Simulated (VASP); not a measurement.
# Bi2Se3 (R-3m) in VASP: notebook

The runs below take Bi2Se3 through single point, with PBE, BLYP, revPBE, PBE+D3(BJ).

Program: VASP 6.6.1. These are calculated values, not measurements. Logs are shortened: lines on timing, memory, paths and dates and some standing lists are left out, and cuts for length are marked.

## 1. The cell of the first run

Symmetry: R-3m, No. 166, trigonal system. Conventional cell: a = 4.143 Å, b = 4.143 Å, c = 28.636 Å, α = 90.00°, β = 90.00°, γ = 120.00°. Bi (site symmetry 3m) has 6 Se at 2.85 to 3.07 Å within 3.8 Å. Se (site symmetry 3m) has 3 Bi at 2.85 Å and 3 Se at 3.52 Å within 3.8 Å. Se (site symmetry -3m) has 6 Bi at 3.07 Å and 12 Se at 4.14 to 4.23 Å within 4.3 Å.

## 2. Single point, PBE

INCAR

```
PREC     = Accurate       # precision mode
ENCUT    = 520            # plane-wave cutoff, eV
EDIFF    = 1E-6           # SCF threshold, eV
ISMEAR   = -1             # smearing method
SIGMA    = 0.05           # smearing width, eV
LREAL    = False          # projectors in reciprocal space
LASPH    = True           # aspherical terms in the spheres
NELM     = 80             # most SCF steps
ALGO     = Normal         # electronic algorithm
ISIF     = 2              # what is computed and relaxed
LWAVE    = False          # write WAVECAR
LCHARG   = False          # write CHGCAR
GGA      = PE             # functional
NBANDS   = 32             # bands
```

KPOINTS

```
Automatic mesh
0
Gamma
  3 3 3
```

POSCAR

```
Bi2Se3
1.0
    2.0715000000      1.1959810826      9.5453333333
   -2.0715000000      1.1959810826      9.5453333333
    0.0000000000     -2.3919621653      9.5453333333
Bi Se
2 3
Direct
    0.5992000000      0.5992000000      0.5992000000
    0.4008000000      0.4008000000      0.4008000000
    0.7883000000      0.7883000000      0.7883000000
    0.2117000000      0.2117000000      0.2117000000
    0.0000000000      0.0000000000      0.0000000000
```

Potentials or basis: VASP PAW PBE potentials, release 64 (Bi_d, Se).

Command:

```bash
$ cat potpaw_PBE.64/Bi_d/POTCAR potpaw_PBE.64/Se/POTCAR > POTCAR
$ mpirun -np 1 vasp_std > vasp.out
```

OUTCAR:

```text
PREC = Accurate
   ENCUT = 520
   EDIFF = 1E-6
   ISMEAR = -1
   LREAL = False
   LASPH = True
   NELM = 80
   ISIF = 2
   GGA = PE

 ion  position               nearest neighbor table
   1  0.599  0.599  0.599-   4 2.85   4 2.85   4 2.85   5 3.07   5 3.07   5 3.07
   2  0.401  0.401  0.401-   3 2.85   3 2.85   3 2.85   5 3.07   5 3.07   5 3.07
   3  0.788  0.788  0.788-   2 2.85   2 2.85   2 2.85
   4  0.212  0.212  0.212-   1 2.85   1 2.85   1 2.85
   5  0.000  0.000  0.000-   1 3.07   1 3.07   2 3.07   2 3.07   1 3.07   2 3.07

  LATTYP: Found a trigonal (rhomboedric) cell.
 ALAT       =     9.8404710987
 COS(alpha) =     0.9113725833

  Lattice vectors:

 A1 = (   2.0715000000,   1.1959810826,   9.5453333333)
 A2 = (  -2.0715000000,   1.1959810826,   9.5453333333)
 A3 = (   0.0000000000,  -2.3919621653,   9.5453333333)

Analysis of symmetry for initial positions (statically):
=====================================================================
 Subroutine PRICEL returns:
 Original cell was already a primitive cell.

 Routine SETGRP: Setting up the symmetry group for a
 trigonal (rhombohedral) supercell.

 Subroutine GETGRP returns: Found 12 space group operations
 (whereof 12 operations were pure point group operations)
 out of a pool of 12 trial point group operations.

The static configuration has the point symmetry D_3d.

Analysis of symmetry for dynamics (positions and initial velocities):
=====================================================================
 Subroutine PRICEL returns:
 Original cell was already a primitive cell.

 Routine SETGRP: Setting up the symmetry group for a
 trigonal (rhombohedral) supercell.

 Subroutine GETGRP returns: Found 12 space group operations
 (whereof 12 operations were pure point group operations)
 out of a pool of 12 trial point group operations.

The dynamic configuration has the point symmetry D_3d.

 Subroutine INISYM returns: Found 12 space group operations
 (whereof 12 operations are pure point group operations),
 and found     1 'primitive' translations

----------------------------------------------------------------------------------------

                                     Primitive cell

  volume of cell :     141.8899

  direct lattice vectors                    reciprocal lattice vectors
     2.071500000  1.195981083  9.545333333     0.241370987  0.139355604  0.034921078
    -2.071500000  1.195981083  9.545333333    -0.241370987  0.139355604  0.034921078
     0.000000000 -2.391962165  9.545333333     0.000000000 -0.278711209  0.034921078

  length of vectors
     9.840471099  9.840471099  9.840471099     0.280890405  0.280890405  0.280890405

  position of ions in fractional coordinates (direct lattice)
     0.599200000  0.599200000  0.599200000
     0.400800000  0.400800000  0.400800000
     0.788300000  0.788300000  0.788300000
     0.211700000  0.211700000  0.211700000
     0.000000000  0.000000000  0.000000000

  ion indices of the primitive-cell ions
   primitive index   ion index
                 1           1
                 2           2
                 3           3
                 4           4
                 5           5

----------------------------------------------------------------------------------------

 KPOINTS: Automatic mesh

Automatic generation of k-mesh.
 Grid dimensions read from file:
 generate k-points for:    3    3    3

 Generating k-lattice:

  Cartesian coordinates                     Fractional coordinates (reciprocal lattice)
     0.080456996  0.046451868  0.011640359     0.333333333 -0.000000000  0.000000000
    -0.080456996  0.046451868  0.011640359    -0.000000000  0.333333333  0.000000000
     0.000000000 -0.092903736  0.011640359     0.000000000  0.000000000  0.333333333

  Length of vectors
     0.093630135  0.093630135  0.093630135

  Shift w.r.t. Gamma in fractional coordinates (k-lattice)
     0.000000000  0.000000000  0.000000000

 Subroutine IBZKPT returns following result:
 ===========================================

 Found      6 irreducible k-points:

 Following reciprocal coordinates:
            Coordinates               Weight
  0.000000  0.000000  0.000000      1.000000
  0.333333 -0.000000 -0.000000      6.000000
  0.333333  0.333333 -0.000000      6.000000
 -0.333333  0.333333  0.000000      6.000000
  0.333333  0.333333  0.333333      2.000000
 -0.333333  0.333333  0.333333      6.000000
   k-points           NKPTS =      6   k-points in BZ     NKDIM =      6   number of bands    NBANDS=     32
   number of dos      NEDOS =    301   number of ions     NIONS =      5
   total plane-waves  NPLWV = 512000
   dimension x,y,z NGX =    80 NGY =   80 NGZ =   80
   dimension x,y,z NGXF=   160 NGYF=  160 NGZF=  160
   ions per type =               2   3
   NGX,Y,Z   is equivalent  to a cutoff of  13.52, 13.52, 13.52 a.u.
   NGXF,Y,Z  is equivalent  to a cutoff of  27.03, 27.03, 27.03 a.u.
 SYSTEM =  unknown system
   PREC   = accura    normal or accurate (medium, high low for compatibility)
   ISTART =      0    job   : 0-new  1-cont  2-samecut
   ICHARG =      2    charge: 1-file 2-atom 10-const
   ISPIN  =      1    spin polarized calculation?
   LNONCOLLINEAR =      F non collinear calculations
   LSORBIT =      F    spin-orbit coupling
   LASPH  =      T    aspherical Exc in radial PAW
   ENCUT  =  520.0 eV  38.22 Ry    6.18 a.u.  18.30 18.30 18.30*2*pi/ulx,y,z
   NELM   =     80;   NELMIN=  2; NELMDL= -5     # of ELM steps
   EDIFF  = 0.1E-05   stopping-criterion for ELM
   LREAL  =      F    real-space projection
   EDIFFG = 0.1E-04   stopping-criterion for IOM
   NSW    =      0    number of steps for IOM
   IBRION =     -1    ionic relax: 0-MD 1-quasi-New 2-CG
   NFREE  =      0    steps in history (QN), initial steepest desc. (CG)
   ISIF   =      2    stress and relaxation
   ISYM   =      2    0-nonsym 1-usesym 2-fastsym
   POTIM  = 0.5000    time-step for ionic-motion
   TEBEG  =    0.0;   TEEND  =   0.0 temperature during run
   PSTRESS=    0.0 pullay stress
   NELECT =      48.0000    total number of electrons
   NUPDOWN=      -1.0000    fix difference up-down
   EMIN   =  10.00;   EMAX   =-10.00  energy-range for DOS
   EFERMI =   0.00;   METHOD = LEGACY
   ISMEAR =    -1;   SIGMA  =   0.05  broadening in eV -4-tet -1-fermi 0-gaus
   EFERMI_NEDOS =   21; number of points for ismear=-14 and -15
   IALGO  =     38    algorithm
   IMIX   =      4    mixing-type and parameters
     AMIX     =   0.40;   BMIX     =  1.00
     AMIX_MAG =   1.60;   BMIX_MAG =  1.00
  volume/ion in A,a.u.               =      28.38       191.50
  Fermi-wavevector in a.u.,A,eV,Ry     =   1.140700  2.155610 17.703848  1.301196
  Thomas-Fermi vector in A             =   2.277401
   LORBIT       =      0    0 simple, 1 ext, 2 COOP (PROOUT), +10 PAW based schemes
   GGA     = PE    functional components
   LHFCALC =     F    Hartree Fock is set to
   AEXX    =    0.0000 exact exchange contribution
   IVDW    =     0    specifies the selected vdW correction
   LEPSILON=     F    determine dielectric tensor
   LRPA    =     F    only Hartree local field effects (RPA)
 non-spin polarized calculation
  energy-cutoff  :      520.00
  volume of cell :      141.89
 maximum number of plane-waves:      3839
 NGX is ok and might be reduce to    80
   NGX = 37   NGY = 37   NGZ = 37

 number of electron      47.9999997 magnetization

 Free energy of the ion-electron system (eV)
  ---------------------------------------------------
  ext. energy  EPLUGINS =         0.00000000
  ---------------------------------------------------
  free energy    TOTEN  =       -20.13709599 eV

  energy without entropy =      -20.13493999  energy(sigma->0) =      -20.13601799

 E-fermi :   5.0734     XC(G=0):  -9.4991

 val. band max:        4.9540852217   @ k =   0.0000   0.0000   0.0000
 cond. band min:       5.1927236014   @ k =   0.0000   0.0000   0.0000
 fundamental gap:      0.2386383797
 Fermi energy:         5.0733798171

 k-point     1 :       0.0000    0.0000    0.0000
  band No.  band energies     occupation
      1     -18.1587      2.00000
      2     -18.1587      2.00000
      3     -18.1571      2.00000
      4     -18.1571      2.00000
      5     -18.1457      2.00000
      6     -18.1432      2.00000
[... 24 lines left out ...]
     31      10.7986      0.00000
     32      11.9772      0.00000

 k-point     2 :       0.3333   -0.0000   -0.0000
  band No.  band energies     occupation
      1     -18.1716      2.00000
      2     -18.1677      2.00000
      3     -18.1471      2.00000
      4     -18.1430      2.00000
      5     -18.1427      2.00000
      6     -18.1405      2.00000
[... 24 lines left out ...]
     31       9.4564      0.00000
     32      11.4359      0.00000

 k-point     3 :       0.3333    0.3333   -0.0000
  band No.  band energies     occupation
      1     -18.1715      2.00000
      2     -18.1677      2.00000
      3     -18.1471      2.00000
      4     -18.1430      2.00000
      5     -18.1427      2.00000
      6     -18.1405      2.00000
[... 24 lines left out ...]
     31       9.2030      0.00000
     32      11.5933      0.00000

 k-point     4 :      -0.3333    0.3333    0.0000
  band No.  band energies     occupation
      1     -18.1611      2.00000
      2     -18.1611      2.00000
      3     -18.1556      2.00000
      4     -18.1464      2.00000
      5     -18.1383      2.00000
      6     -18.1378      2.00000
[... 24 lines left out ...]
     31      11.1683      0.00000
     32      11.9249      0.00000

 k-point     5 :       0.3333    0.3333    0.3333
  band No.  band energies     occupation
      1     -18.1587      2.00000
      2     -18.1587      2.00000
      3     -18.1571      2.00000
      4     -18.1571      2.00000
      5     -18.1456      2.00000
      6     -18.1433      2.00000
[... 24 lines left out ...]
     31      10.7750      0.00000
     32      11.7098      0.00000

 k-point     6 :      -0.3333    0.3333    0.3333
  band No.  band energies     occupation
      1     -18.1715      2.00000
      2     -18.1677      2.00000
      3     -18.1471      2.00000
      4     -18.1430      2.00000
      5     -18.1427      2.00000
      6     -18.1405      2.00000
[... 24 lines left out ...]
     31       9.5918      0.00000
     32      11.0677      0.00000

------------------------ aborting loop because EDIFF is reached ----------------------------------------

  FORCE on cell =-STRESS in cart. coord.  units (eV):
  Direction    XX          YY          ZZ          XY          YZ          ZX
  --------------------------------------------------------------------------------------
  -------------------------------------------------------------------------------------
  Total        2.5249716      2.5249716      1.5860763      0.0000000     -0.0000000     -0.0000000
  in kB       28.5111994     28.5111994     17.9094839      0.0000000     -0.0000000     -0.0000000
  external PRESSURE =      24.9772942 kB  Pullay stress =       0.0000000 kB

 VOLUME and BASIS-vectors are now :
 -----------------------------------------------------------------------------
  energy-cutoff  :      520.00
  volume of cell :      141.89
      direct lattice vectors                 reciprocal lattice vectors
     2.071500000  1.195981083  9.545333333     0.241370987  0.139355604  0.034921078
    -2.071500000  1.195981083  9.545333333    -0.241370987  0.139355604  0.034921078
     0.000000000 -2.391962165  9.545333333     0.000000000 -0.278711209  0.034921078

 POSITION                                       TOTAL-FORCE (eV/Angst)
 -----------------------------------------------------------------------------------
      0.00000     -0.00000     17.15869         0.000000     -0.000000      0.108161
      0.00000     -0.00000     11.47731         0.000000      0.000000     -0.108161
      0.00000     -0.00000     22.57376         0.000000     -0.000000      0.064715
      0.00000     -0.00000      6.06224         0.000000      0.000000     -0.064715
      0.00000      0.00000      0.00000         0.000000      0.000000     -0.000000
 -----------------------------------------------------------------------------------
    total drift:                                0.000000      0.000000     -0.000000

  FREE ENERGIE OF THE ION-ELECTRON SYSTEM (eV)
  ---------------------------------------------------
  free  energy   TOTEN  =       -20.1370959869 eV

  energy  without entropy=      -20.1349399919  energy(sigma->0) =      -20.13601799
```

Wall time 2.5 min (1 thread of Intel Xeon Platinum 8488C (Sapphire Rapids), shared host); peak memory 0.86 GiB.

What came out:

```yaml
Free_energy: -20.1371 eV
Pressure: 2.5 GPa
Largest_force: 0.108 eV/Å
Band_gap_on_the_k_mesh: 0.24 eV
```

Forces on the atoms (eV/Å):
```
Bi   0.000  0.000  0.108
Bi   0.000  0.000 -0.108
Se   0.000  0.000  0.065
Se   0.000  0.000 -0.065
Se   0.000  0.000  0.000
```

Stress tensor (GPa, compression positive):
```
2.85 0.00 0.00
0.00 2.85 0.00
0.00 0.00 1.79
```

Levels at points of the mesh, in eV from the valence-band top:
```csv
k point,band 22,band 23,band 24,band 25,band 26,band 27
"(0.00, 0.00, 0.00)",-1.20,-1.20,0.00,0.24,1.41,1.41
```

Caveat: the k points lie up to 0.59 Å⁻¹ apart; spin-orbit coupling is left out, which moves the levels of the heavy elements. A k mesh can miss the band edges.

[end of part 1 of 3]
